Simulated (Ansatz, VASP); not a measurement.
**TaN: VASP beside Ansatz**

```
Ta N
1.0
     0.00000    2.16343    2.16343
     2.16343    0.00000    2.16343
     2.16343    2.16343    0.00000
Ta N
1 1
Direct
  0.00000 0.00000 0.00000
  0.50000 0.50000 0.50000
```

Change from the starting cell: volume scaled by 0.94, LAPW.

Alike in both runs: task single point; functional PBE; k mesh 15 × 15 × 15; occupations fermi-dirac, width 0.08 eV; no spin polarisation.

|  | VASP | Ansatz |
| --- | --- | --- |
| version | VASP 6.6.1 | Ansatz 0.2.0 |
| potentials or method | VASP PAW PBE potentials, release 64 (Ta_pv, N), cutoff 520 eV | all-electron LAPW, scalar-relativistic |

VASP gave:

| Item | Value |
| --- | --- |
| pressure (GPa) | 24.5 |

Question: Which values does Ansatz return?

Answer: Pressure (GPa): 23.4.

Ansatz ran all-electron here, and VASP with PAW potentials.

Spin-orbit coupling is off throughout.
